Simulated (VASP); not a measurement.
# O in VASP: notebook

O is run at these levels: PBE, LDA; tasks: single point.

All numbers are computed with VASP 6.6.1; they aren't measurements. Logs are shortened: lines on timing, memory, paths and dates and some standing lists are left out, and cuts for length are marked.

## Step 1: The cell of the first run

Symmetry: P6_3/mmc, No. 194, hexagonal system. The conventional cell has a = 2.491 Å, b = 2.491 Å, c = 7.910 Å, α = 90.00°, β = 90.00°, γ = 120.00°. O (site symmetry 3m) has 1 O at 1.24 Å within 1.7 Å.

## Step 2: Single point, PBE

Contents of INCAR:

```
ALGO     = Normal         # electronic algorithm
EDIFF    = 1E-6           # SCF threshold, eV
ENCUT    = 520            # plane-wave cutoff, eV
GGA      = PE             # functional
ISIF     = 2              # what is computed and relaxed
ISMEAR   = -1             # smearing method
LASPH    = True           # aspherical terms in the spheres
LCHARG   = False          # write CHGCAR
LREAL    = False          # projectors in reciprocal space
LWAVE    = False          # write WAVECAR
NBANDS   = 20             # bands
NELM     = 100            # most SCF steps
PREC     = Accurate       # precision mode
SIGMA    = 0.05           # smearing width, eV
```

Contents of KPOINTS:

```
k-points
0
Gamma
  12 12 4
```

Contents of POSCAR:

```
O
1.0
    2.4905429685      0.0000000000      0.0000000000
   -1.2452714843      2.1568734799      0.0000000000
    0.0000000000      0.0000000000      7.9100659987
O
4
Direct
    0.3333333333      0.6666666667      0.1718966900
    0.6666666667      0.3333333333      0.8281033100
    0.6666666667      0.3333333333      0.6718966900
    0.3333333333      0.6666666667      0.3281033100
```

Potentials or basis: VASP PAW PBE potentials, release 64 (O).

Command:

```sh
$ cat potpaw_PBE.64/O/POTCAR > POTCAR
$ mpirun -np 1 vasp_std > vasp.out
```

OUTCAR:

```text
EDIFF = 1E-6
   ENCUT = 520
   GGA = PE
   ISIF = 2
   ISMEAR = -1
   LASPH = True
   LREAL = False
   NELM = 100
   PREC = Accurate

 ion  position               nearest neighbor table
   1  0.333  0.667  0.172-   4 1.24
   2  0.667  0.333  0.828-   3 1.24
   3  0.667  0.333  0.672-   2 1.24
   4  0.333  0.667  0.328-   1 1.24

  LATTYP: Found a hexagonal cell.
 ALAT       =     2.4905429685
 C/A-ratio  =     3.1760407665

  Lattice vectors:

 A1 = (   2.4905429685,   0.0000000000,   0.0000000000)
 A2 = (  -1.2452714843,   2.1568734799,   0.0000000000)
 A3 = (   0.0000000000,   0.0000000000,   7.9100659987)

Analysis of symmetry for initial positions (statically):
=====================================================================
 Subroutine PRICEL returns:
 Original cell was already a primitive cell.

 Routine SETGRP: Setting up the symmetry group for a
 hexagonal supercell.

 Subroutine GETGRP returns: Found 24 space group operations
 (whereof 12 operations were pure point group operations)
 out of a pool of 24 trial point group operations.

The static configuration has the point symmetry D_3d.
 The point group associated with its full space group is D_6h.

Analysis of symmetry for dynamics (positions and initial velocities):
=====================================================================
 Subroutine PRICEL returns:
 Original cell was already a primitive cell.

 Routine SETGRP: Setting up the symmetry group for a
 hexagonal supercell.

 Subroutine GETGRP returns: Found 24 space group operations
 (whereof 12 operations were pure point group operations)
 out of a pool of 24 trial point group operations.

The dynamic configuration has the point symmetry D_3d.
 The point group associated with its full space group is D_6h.

 Subroutine INISYM returns: Found 24 space group operations
 (whereof 12 operations are pure point group operations),
 and found     1 'primitive' translations

----------------------------------------------------------------------------------------

                                     Primitive cell

  volume of cell :      42.4912

  direct lattice vectors                    reciprocal lattice vectors
     2.490542968  0.000000000  0.000000000     0.401518871  0.231817028  0.000000000
    -1.245271484  2.156873480  0.000000000     0.000000000  0.463634056  0.000000000
     0.000000000  0.000000000  7.910065999     0.000000000  0.000000000  0.126421195

  length of vectors
     2.490542968  2.490542968  7.910065999     0.463634056  0.463634056  0.126421195

  position of ions in fractional coordinates (direct lattice)
     0.333333333  0.666666667  0.171896690
     0.666666667  0.333333333  0.828103310
     0.666666667  0.333333333  0.671896690
     0.333333333  0.666666667  0.328103310

  ion indices of the primitive-cell ions
   primitive index   ion index
                 1           1
                 2           2
                 3           3
                 4           4

----------------------------------------------------------------------------------------

 KPOINTS: k-points

Automatic generation of k-mesh.
 Grid dimensions read from file:
 generate k-points for:   12   12    4

 Generating k-lattice:

  Cartesian coordinates                     Fractional coordinates (reciprocal lattice)
     0.033459906  0.019318086  0.000000000     0.083333333  0.000000000  0.000000000
     0.000000000  0.038636171  0.000000000     0.000000000  0.083333333  0.000000000
     0.000000000  0.000000000  0.031605299     0.000000000  0.000000000  0.250000000

  Length of vectors
     0.038636171  0.038636171  0.031605299

  Shift w.r.t. Gamma in fractional coordinates (k-lattice)
     0.000000000  0.000000000  0.000000000

 Subroutine IBZKPT returns following result:
 ===========================================

 Found     57 irreducible k-points:

 Following reciprocal coordinates:
            Coordinates               Weight
  0.000000  0.000000  0.000000      1.000000
  0.083333 -0.000000  0.000000      6.000000
  0.166667  0.000000  0.000000      6.000000
  0.250000  0.000000  0.000000      6.000000
  0.333333  0.000000  0.000000      6.000000
  0.416667  0.000000  0.000000      6.000000
[... 16 lines left out ...]
  0.250000  0.000000  0.250000     12.000000
  0.333333  0.000000  0.250000     12.000000
 [... further k-points ...]
   k-points           NKPTS =     57   k-points in BZ     NKDIM =     57   number of bands    NBANDS=     20
   number of dos      NEDOS =    301   number of ions     NIONS =      4
   total plane-waves  NPLWV =  24000
   dimension x,y,z NGX =    20 NGY =   20 NGZ =   60
   dimension x,y,z NGXF=    40 NGYF=   40 NGZF=  120
   ions per type =               4
   NGX,Y,Z   is equivalent  to a cutoff of  13.35, 13.35, 12.61 a.u.
   NGXF,Y,Z  is equivalent  to a cutoff of  26.70, 26.70, 25.22 a.u.
 SYSTEM =  unknown system
   PREC   = accura    normal or accurate (medium, high low for compatibility)
   ISTART =      0    job   : 0-new  1-cont  2-samecut
   ICHARG =      2    charge: 1-file 2-atom 10-const
   ISPIN  =      1    spin polarized calculation?
   LNONCOLLINEAR =      F non collinear calculations
   LSORBIT =      F    spin-orbit coupling
   LASPH  =      T    aspherical Exc in radial PAW
   ENCUT  =  520.0 eV  38.22 Ry    6.18 a.u.   4.63  4.63 14.71*2*pi/ulx,y,z
   NELM   =    100;   NELMIN=  2; NELMDL= -5     # of ELM steps
   EDIFF  = 0.1E-05   stopping-criterion for ELM
   LREAL  =      F    real-space projection
   EDIFFG = 0.1E-04   stopping-criterion for IOM
   NSW    =      0    number of steps for IOM
   IBRION =     -1    ionic relax: 0-MD 1-quasi-New 2-CG
   NFREE  =      0    steps in history (QN), initial steepest desc. (CG)
   ISIF   =      2    stress and relaxation
   ISYM   =      2    0-nonsym 1-usesym 2-fastsym
   POTIM  = 0.5000    time-step for ionic-motion
   TEBEG  =    0.0;   TEEND  =   0.0 temperature during run
   PSTRESS=    0.0 pullay stress
   NELECT =      24.0000    total number of electrons
   NUPDOWN=      -1.0000    fix difference up-down
   EMIN   =  10.00;   EMAX   =-10.00  energy-range for DOS
   EFERMI =   0.00;   METHOD = LEGACY
   ISMEAR =    -1;   SIGMA  =   0.05  broadening in eV -4-tet -1-fermi 0-gaus
   EFERMI_NEDOS =   21; number of points for ismear=-14 and -15
   IALGO  =     38    algorithm
   IMIX   =      4    mixing-type and parameters
     AMIX     =   0.40;   BMIX     =  1.00
     AMIX_MAG =   1.60;   BMIX_MAG =  1.00
  volume/ion in A,a.u.               =      10.62        71.69
  Fermi-wavevector in a.u.,A,eV,Ry     =   1.353253  2.557277 24.916260  1.831293
  Thomas-Fermi vector in A             =   2.480524
   LORBIT       =      0    0 simple, 1 ext, 2 COOP (PROOUT), +10 PAW based schemes
   GGA     = PE    functional components
   LHFCALC =     F    Hartree Fock is set to
   AEXX    =    0.0000 exact exchange contribution
   IVDW    =     0    specifies the selected vdW correction
   LEPSILON=     F    determine dielectric tensor
   LRPA    =     F    only Hartree local field effects (RPA)
 non-spin polarized calculation
  energy-cutoff  :      520.00
  volume of cell :       42.49
 maximum number of plane-waves:      1169
 NGX is ok and might be reduce to    20
   NGX =  9   NGY =  9   NGZ = 29

 number of electron      24.0000002 magnetization

 Free energy of the ion-electron system (eV)
  ---------------------------------------------------
  ext. energy  EPLUGINS =         0.00000000
  ---------------------------------------------------
  free energy    TOTEN  =       -19.26596093 eV

  energy without entropy =      -19.24443599  energy(sigma->0) =      -19.25519846

 E-fermi :   0.9028     XC(G=0):  -9.7753

 val. band max:        0.8904293337   @ k =   0.4167   0.1667   0.2500
 cond. band min:       0.9447828479   @ k =   0.4167   0.1667   0.5000
 fundamental gap:      0.0543535142
 Fermi energy:         0.9028013043

 k-point     1 :       0.0000    0.0000    0.0000
  band No.  band energies     occupation
      1     -26.3005      2.00000
      2     -26.2641      2.00000
      3     -14.6836      2.00000
      4     -14.1501      2.00000
      5      -7.8553      2.00000
      6      -6.6540      2.00000
[... 12 lines left out ...]
     19      13.4446      0.00000
     20      14.5159      0.00000

 k-point     2 :       0.0833   -0.0000    0.0000
  band No.  band energies     occupation
      1     -26.2351      2.00000
      2     -26.2000      2.00000
      3     -14.5912      2.00000
      4     -14.0705      2.00000
      5      -7.8101      2.00000
      6      -6.6472      2.00000
[... 12 lines left out ...]
     19      13.7810      0.00000
     20      14.6132      0.00000

 k-point     3 :       0.1667    0.0000    0.0000
  band No.  band energies     occupation
      1     -26.0540      2.00000
      2     -26.0219      2.00000
      3     -14.3281      2.00000
      4     -13.8471      2.00000
      5      -7.7002      2.00000
      6      -6.6640      2.00000
[... 12 lines left out ...]
     19      14.7336      0.00000
     20      14.8712      0.00000

 k-point     4 :       0.2500    0.0000    0.0000
  band No.  band energies     occupation
      1     -25.7943      2.00000
      2     -25.7676      2.00000
      3     -13.9382      2.00000
      4     -13.5238      2.00000
      5      -7.6240      2.00000
      6      -6.8641      2.00000
[... 12 lines left out ...]
     19      15.2332      0.00000
     20      15.9311      0.00000

 k-point     5 :       0.3333    0.0000    0.0000
  band No.  band energies     occupation
      1     -25.5195      2.00000
      2     -25.4993      2.00000
      3     -13.5007      2.00000
      4     -13.1800      2.00000
      5      -7.7708      2.00000
      6      -7.4053      2.00000
[... 12 lines left out ...]
     19      15.8514      0.00000
     20      16.5052      0.00000
[... 353 lines left out ...]
      6      -6.8195      2.00000
[... 12 lines left out ...]
     19      13.8552      0.00000
     20      14.4844      0.00000

 k-point    22 :       0.1667    0.0000    0.2500
  band No.  band energies     occupation
      1     -26.0493      2.00000
      2     -26.0266      2.00000
      3     -14.2637      2.00000
      4     -13.9243      2.00000
      5      -7.5467      2.00000
      6      -6.8149      2.00000
[... 12 lines left out ...]
     19      14.7024      0.00000
     20      14.7860      0.00000

 k-point    23 :       0.2500    0.0000    0.2500
  band No.  band energies     occupation
      1     -25.7905      2.00000
      2     -25.7716      2.00000
      3     -13.8820      2.00000
      4     -13.5897      2.00000
      5      -7.5039      2.00000
      6      -6.9646      2.00000
[... 12 lines left out ...]
     19      15.4763      0.00000
     20      15.8621      0.00000

 k-point    24 :       0.3333    0.0000    0.2500
  band No.  band energies     occupation
      1     -25.5166      2.00000
      2     -25.5024      2.00000
      3     -13.4569      2.00000
      4     -13.2303      2.00000
      5      -7.7046      2.00000
      6      -7.4458      2.00000
[... 12 lines left out ...]
     19      16.0530      0.00000
     20      16.4526      0.00000

 [... further k-points ...]
[... 5 lines left out ...]
  --------------------------------------------------------------------------------------
  -------------------------------------------------------------------------------------
  Total        0.6226103      0.6226103     -0.7382479     -0.0000000      0.0000000     -0.0000000
  in kB       23.4762128     23.4762128    -27.8364574     -0.0000000      0.0000000     -0.0000000
  external PRESSURE =       6.3719894 kB  Pullay stress =       0.0000000 kB

 VOLUME and BASIS-vectors are now :
 -----------------------------------------------------------------------------
  energy-cutoff  :      520.00
  volume of cell :       42.49
      direct lattice vectors                 reciprocal lattice vectors
     2.490542968  0.000000000  0.000000000     0.401518871  0.231817028  0.000000000
    -1.245271484  2.156873480  0.000000000     0.000000000  0.463634056  0.000000000
     0.000000000  0.000000000  7.910065999     0.000000000  0.000000000  0.126421195

 POSITION                                       TOTAL-FORCE (eV/Angst)
 -----------------------------------------------------------------------------------
     -0.00000      1.43792      1.35971        -0.000000      0.000000      0.520194
      1.24527      0.71896      6.55035         0.000000     -0.000000     -0.520194
      1.24527      0.71896      5.31475        -0.000000     -0.000000      0.520194
     -0.00000      1.43792      2.59532        -0.000000     -0.000000     -0.520194
 -----------------------------------------------------------------------------------
    total drift:                               -0.000000      0.000000     -0.000000

  FREE ENERGIE OF THE ION-ELECTRON SYSTEM (eV)
  ---------------------------------------------------
  free  energy   TOTEN  =       -19.2659609267 eV

  energy  without entropy=      -19.2444359883  energy(sigma->0) =      -19.25519846
```

Run time: 31 s. Hardware: 1 thread of AMD EPYC 9R45 (Zen 5), shared host; peak memory 0.13 GiB.

Results:

```yaml
Free_energy: -19.2660 eV
Pressure: 0.6 GPa
Largest_force: 0.520 eV/Å
Band_gap_on_the_k_mesh: zero (band 12 reaches 2.25 eV, above the bottom of band 13 at -0.19 eV)
```

Forces on the atoms (eV/Å):
```
O    0.000  0.000  0.520
O    0.000  0.000 -0.520
O    0.000  0.000  0.520
O    0.000  0.000 -0.520
```

Stress tensor (GPa, compression positive):
```
 2.35  0.00  0.00
 0.00  2.35  0.00
 0.00  0.00 -2.78
```

Levels at points of the mesh, in eV from the Fermi level:
```tsv
k point	band 10	band 11	band 12	band 13	band 14	band 15
(0.00, 0.00, 0.00)	-4.71	1.32	1.32	1.37	1.37	5.90
(0.50, 0.00, 0.00)	-5.58	-2.27	-2.02	0.61	0.74	8.92
(0.00, 0.00, 0.50)	-4.72	1.35	1.35	1.35	1.35	7.27
(0.50, 0.00, 0.50)	-5.60	-2.12	-2.12	0.68	0.68	9.18
```

Caveat: the standard files for N, O and F lose accuracy on very short bonds; spin is off for a triplet molecule.

## Step 3: Single point, PBE

This run uses another cell than the first one, of 10.83 Å³/atom, 1.019 times its volume.

Contents of INCAR:

```
PREC = Accurate ; ENCUT = 520
EDIFF = 1E-7 ; ISMEAR = -1
SIGMA = 0.05 ; LREAL = F
LASPH = T ; NELM = 100
ALGO = Normal ; ISIF = 2
LWAVE = F ; LCHARG = T
GGA = PE ; LELF = T
LVHAR = T ; NBANDS = 20
```

Contents of KPOINTS:

```
regular mesh
0
Gamma
  12 12 4
```

Contents of POSCAR:

```
O
1.0
    2.5064067272      0.0000000000      0.0000000000
   -1.2532033636      2.1706118979      0.0000000000
    0.0000000000      0.0000000000      7.9604499431
O
4
Direct
    0.3333333333      0.6666666667      0.1718966900
    0.6666666667      0.3333333333      0.8281033100
    0.6666666667      0.3333333333      0.6718966900
    0.3333333333      0.6666666667      0.3281033100
```

Potentials or basis: VASP PAW PBE potentials, release 64 (O).

Command:

```sh
$ cat potpaw_PBE.64/O/POTCAR > POTCAR
$ mpirun -np 1 vasp_std > vasp.out
```

It took 41 s on 1 thread of AMD EPYC 9R45 (Zen 5), shared host; peak memory 0.14 GiB.

The run converged. Its results:

```
Free energy            : -19.2657 eV
Pressure               : -1.6 GPa
Largest force          : 1.028 eV/Å
Band gap on the k mesh : zero (band 12 reaches 2.01 eV, above the bottom of band 13 at -0.35 eV)
```

Forces in eV/Å, atoms in the order of the input:
```
O    0.000  0.000  1.028
O    0.000  0.000 -1.028
O    0.000  0.000  1.028
O    0.000  0.000 -1.028
```

Stress tensor (GPa, compression positive):
```
 1.36  0.00  0.00
 0.00  1.36  0.00
 0.00  0.00 -7.61
```

Levels at points of the mesh, in eV from the Fermi level:
| k point | band 8 | band 9 | band 10 | band 11 | band 12 | band 13 | band 14 | band 15 | band 16 | band 17 |
| --- | --- | --- | --- | --- | --- | --- | --- | --- | --- | --- |
| (0.00, 0.00, 0.00) | -4.65 | -4.63 | -4.63 | 1.28 | 1.28 | 1.33 | 1.33 | 5.81 | 9.52 | 10.36 |
| (0.50, 0.00, 0.00) | -6.70 | -5.52 | -5.47 | -2.20 | -1.96 | 0.60 | 0.72 | 8.73 | 9.43 | 13.65 |
| (0.00, 0.00, 0.50) | -4.64 | -4.64 | -4.64 | 1.31 | 1.31 | 1.31 | 1.31 | 7.15 | 7.15 | 11.45 |
| (0.50, 0.00, 0.50) | -6.88 | -5.49 | -5.49 | -2.06 | -2.06 | 0.66 | 0.66 | 8.99 | 8.99 | 14.31 |

Caveat: the standard files for N, O and F lose accuracy on very short bonds; spin is off for a triplet molecule; forces of over 1 eV/Å act on the atoms, so gaps and moduli don't describe the material at rest.

(Continued in part 2 of 2.)
